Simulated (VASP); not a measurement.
# WC in VASP: single point with PBEsol

Aim: the single point of WC with PBEsol.

Everything below comes from runs of VASP 6.6.1. Logs are shortened: lines on timing, memory, paths and dates and some standing lists are left out, and cuts for length are marked.

### 1 The cell of the first run

The cell holds a slab with vacuum, 12 atoms: a = 5.797 Å, b = 2.898 Å, c = 22.069 Å, α = 90.00°, β = 90.00°, γ = 120.00°.

### 2 Single point, PBEsol

File INCAR:

```
PREC = Accurate
ENCUT = 520
EDIFF = 1E-6
ISMEAR = 0
SIGMA = 0.1
LREAL = False
LASPH = True
NELM = 60
ALGO = Normal
ISIF = 2
LWAVE = False
LCHARG = True
LDIPOL = True
IDIPOL = 3
DIPOL = 0.5 0.5 0.501
GGA = PS
LELF = True
LVHAR = True
LVACPOTAV = True
NBANDS = 66
```

File KPOINTS:

```
regular mesh
0
Gamma
  6 12 1
```

File POSCAR:

```
WC
1.0
    5.7968273287      0.0000000000      0.0000000000
   -1.4492068322      2.5100998640      0.0000000000
    0.0000000000      0.0000000000     22.0690297764
C W
6 6
Direct
    0.3333333333      0.3333333333      0.3398427605
    0.8333333333      0.3333333333      0.3398427605
    0.3333329195      0.3333329195      0.4713064474
    0.8333329195      0.3333329195      0.4713064474
    0.3333309016      0.3333309016      0.5992654261
    0.8333309016      0.3333309016      0.5992654261
    0.0000000000      0.0000000000      0.4039056563
    0.5000000000      0.0000000000      0.4039056563
   -0.0000012697     -0.0000012697      0.5335796863
    0.4999987303     -0.0000012697      0.5335796863
   -0.0000021055     -0.0000021055      0.6603424444
    0.4999978945     -0.0000021055      0.6603424444
```

Potentials or basis: VASP PAW PBE potentials, release 64 (C, W_sv).

The run is started by

```bash
$ cat potpaw_PBE.64/C/POTCAR potpaw_PBE.64/W_sv/POTCAR > POTCAR
$ mpirun -np 1 vasp_std > vasp.out
```

OUTCAR:

```text
PREC = Accurate
   ENCUT = 520
   EDIFF = 1E-6
   ISMEAR = 0
   LREAL = False
   LASPH = True
   NELM = 60
   ISIF = 2
   GGA = PS

 ion  position               nearest neighbor table
   1  0.333  0.333  0.340-   7 2.19   8 2.19   8 2.19
   2  0.833  0.333  0.340-   8 2.19   7 2.19   7 2.19
   3  0.333  0.333  0.471-  10 2.17  10 2.17   9 2.17   7 2.24   8 2.24   8 2.24
   4  0.833  0.333  0.471-   9 2.17   9 2.17  10 2.17   8 2.24   7 2.24   7 2.24
   5  0.333  0.333  0.599-  11 2.15  12 2.15  12 2.15   9 2.21  10 2.21  10 2.21
   6  0.833  0.333  0.599-  12 2.15  11 2.15  11 2.15  10 2.21   9 2.21   9 2.21
   7  0.000  0.000  0.404-   1 2.19   2 2.19   2 2.19   3 2.24   4 2.24   4 2.24   9 2.86   8 2.90
                             8 2.90   8 2.90   8 2.90
   8  0.500  0.000  0.404-   2 2.19   1 2.19   1 2.19   4 2.24   3 2.24   3 2.24  10 2.86   7 2.90
                             7 2.90   7 2.90   7 2.90
   9  1.000  1.000  0.534-   4 2.17   4 2.17   3 2.17   5 2.21   6 2.21   6 2.21  11 2.80   7 2.86
                            10 2.90  10 2.90  10 2.90  10 2.90
  10  0.500  1.000  0.534-   3 2.17   3 2.17   4 2.17   6 2.21   5 2.21   5 2.21  12 2.80   8 2.86
                             9 2.90   9 2.90   9 2.90   9 2.90
  11  1.000  1.000  0.660-   5 2.15   6 2.15   6 2.15   9 2.80  12 2.90  12 2.90  12 2.90  12 2.90

  12  0.500  1.000  0.660-   6 2.15   5 2.15   5 2.15  10 2.80  11 2.90  11 2.90  11 2.90  11 2.90

  Warning from LATTYP: Monoclinic adjustment (A1->A3, A2->A1, A3->A2)!
  LATTYP: Found a simple orthorhombic cell.
 ALAT       =     2.8984136644
 B/A-ratio  =     1.7320508076
 C/A-ratio  =     7.6141753152

  Lattice vectors:

 A1 = (   1.4492068322,  -2.5100998640,   0.0000000000)
 A2 = (   4.3476204965,   2.5100998640,   0.0000000000)
 A3 = (   0.0000000000,   0.0000000000,  22.0690297764)

Analysis of symmetry for initial positions (statically):
=====================================================================
 Subroutine PRICEL returns following result:

  LATTYP: Found a hexagonal cell.
 ALAT       =     2.8984136644
 C/A-ratio  =     7.6141753152

  Lattice vectors:

 A1 = (   2.8984136644,   0.0000000000,   0.0000000000)
 A2 = (  -1.4492068322,   2.5100998640,   0.0000000000)
 A3 = (   0.0000000000,   0.0000000000,  22.0690297764)

   2 primitive cells build up your supercell.

 Routine SETGRP: Setting up the symmetry group for a
 simple orthorhombic supercell.

 Subroutine GETGRP returns: Found  2 space group operations
 (whereof  2 operations were pure point group operations)
 out of a pool of  8 trial point group operations.

The static configuration has the point symmetry C_1h.

[... 143 lines left out ...]
   EMIN   =  10.00;   EMAX   =-10.00  energy-range for DOS
   EFERMI =   0.00;   METHOD = LEGACY
   ISMEAR =     0;   SIGMA  =   0.10  broadening in eV -4-tet -1-fermi 0-gaus
   EFERMI_NEDOS =   21; number of points for ismear=-14 and -15
   IALGO  =     38    algorithm
   IMIX   =      4    mixing-type and parameters
     AMIX     =   0.40;   BMIX     =  1.00
     AMIX_MAG =   1.60;   BMIX_MAG =  1.00
  volume/ion in A,a.u.               =      26.76       180.58
  Fermi-wavevector in a.u.,A,eV,Ry     =   1.138486  2.151428 17.635212  1.296151
  Thomas-Fermi vector in A             =   2.275191
   LORBIT       =      0    0 simple, 1 ext, 2 COOP (PROOUT), +10 PAW based schemes
   GGA     = PS    functional components
   LHFCALC =     F    Hartree Fock is set to
   AEXX    =    0.0000 exact exchange contribution
   IVDW    =     0    specifies the selected vdW correction
   LEPSILON=     F    determine dielectric tensor
   LRPA    =     F    only Hartree local field effects (RPA)
 non-spin polarized calculation
 Gauss-broadening in eV      SIGMA  =   0.10
  energy-cutoff  :      520.00
  volume of cell :      321.12
 maximum number of plane-waves:      8723
 NGX is ok and might be reduce to    48
   NGX = 21   NGY = 11   NGZ = 83

 dipolmoment           0.000000      0.000000      0.027381 electrons x Angstroem

 number of electron     107.9999997 magnetization

 dipolmoment           0.000000      0.000000     -0.099905 electrons x Angstroem

 Free energy of the ion-electron system (eV)
  ---------------------------------------------------
  ext. energy  EPLUGINS =         0.00000000
  ---------------------------------------------------
  free energy    TOTEN  =      -132.20449558 eV

  energy without entropy =     -132.17999839  energy(sigma->0) =     -132.19224698

 E-fermi :   0.7792     XC(G=0):  -6.3713

 val. band max:        0.7656624957   @ k =   0.0000   0.4167   0.0000
 cond. band min:       0.7872675847   @ k =   0.1667   0.0000   0.0000
 fundamental gap:      0.0216050890
 Fermi energy:         0.7792425222

 k-point     1 :       0.0000    0.0000    0.0000
  band No.  band energies     occupation
      1     -73.1446      2.00000
      2     -73.1103      2.00000
      3     -73.0859      2.00000
      4     -73.0503      2.00000
      5     -72.9045      2.00000
      6     -72.8443      2.00000
[... 1645 lines left out ...]
     65       5.4840      0.00000
     66       5.4840      0.00000

 [... further k-points ...]
[... 5 lines left out ...]
  --------------------------------------------------------------------------------------
  -------------------------------------------------------------------------------------
  Total       -6.4799577     -6.4799445    -13.4979252     -0.0000114      0.0001360      0.0002355
  in kB      -32.3309265    -32.3308607    -67.3461843     -0.0000570      0.0006785      0.0011748
  external PRESSURE =     -44.0026572 kB  Pullay stress =       0.0000000 kB

 VOLUME and BASIS-vectors are now :
 -----------------------------------------------------------------------------
  energy-cutoff  :      520.00
  volume of cell :      321.12
      direct lattice vectors                 reciprocal lattice vectors
     5.796827329  0.000000000  0.000000000     0.172508157  0.099597631  0.000000000
    -1.449206832  2.510099864  0.000000000     0.000000000  0.398390524  0.000000000
     0.000000000  0.000000000 22.069029776     0.000000000  0.000000000  0.045312368

 POSITION                                       TOTAL-FORCE (eV/Angst)
 -----------------------------------------------------------------------------------
      1.44921      0.83670      7.50000        -0.000000     -0.000000      5.031788
      4.34762      0.83670      7.50000        -0.000000     -0.000000      5.031788
      1.44921      0.83670     10.40128        -0.000018     -0.000010     -0.014174
      4.34762      0.83670     10.40128        -0.000018     -0.000010     -0.014174
      1.44920      0.83669     13.22521         0.000039      0.000022      0.011223
      4.34761      0.83669     13.22521         0.000039      0.000022      0.011223
      0.00000      0.00000      8.91381        -0.000017     -0.000010     -5.096342
      2.89841      0.00000      8.91381        -0.000017     -0.000010     -5.096342
      4.34761      2.51010     11.77559         0.000000      0.000000      0.000714
      1.44920      2.51010     11.77559         0.000000      0.000000      0.000714
      4.34761      2.51009     14.57312        -0.000004     -0.000002      0.066792
      1.44920      2.51009     14.57312        -0.000004     -0.000002      0.066792
 -----------------------------------------------------------------------------------
    total drift:                               -0.000007     -0.000004     -0.000391

  FREE ENERGIE OF THE ION-ELECTRON SYSTEM (eV)
  ---------------------------------------------------
  free  energy   TOTEN  =      -132.2044955777 eV

  energy  without entropy=     -132.1799983896  energy(sigma->0) =     -132.19224698

 vacuum level on the upper side and lower side of the slab         5.869         7.112
```

It took 19 min on 1 thread of AMD EPYC 9R45 (Zen 5), shared host; peak memory 0.66 GiB.

What came out:

```yaml
Free_energy: -132.2045 eV
Largest_force: 5.096 eV/Å
Band_gap_on_the_k_mesh: zero (band 54 reaches 1.26 eV, above the bottom of band 55 at 0.56 eV)
```

Forces in eV/Å, atoms in the order of the input:
```
C    0.000  0.000  5.032
C    0.000  0.000  5.032
C    0.000  0.000 -0.014
C    0.000  0.000 -0.014
C    0.000  0.000  0.011
C    0.000  0.000  0.011
W    0.000  0.000 -5.096
W    0.000  0.000 -5.096
W    0.000  0.000  0.001
W    0.000  0.000  0.001
W    0.000  0.000  0.067
W    0.000  0.000  0.067
```

Levels at points of the mesh, in eV from the Fermi level:
| k point | band 52 | band 53 | band 54 | band 55 | band 56 | band 57 |
| --- | --- | --- | --- | --- | --- | --- |
| (0.00, 0.00, 0.00) | -0.11 | -0.04 | 0.31 | 0.48 | 0.89 | 1.09 |
| (0.50, 0.00, 0.00) | -1.04 | -0.60 | -0.60 | 0.89 | 0.89 | 1.39 |
| (0.00, 0.50, 0.00) | -0.04 | 0.48 | 0.48 | 0.89 | 0.89 | 2.32 |
| (0.50, 0.50, 0.00) | -1.09 | -0.28 | -0.28 | -0.20 | -0.20 | 1.41 |

Caveat: the PAW data sets were made with another functional, which shifts forces and pressure a little; spin-orbit coupling is left out, which moves the levels of the heavy elements.
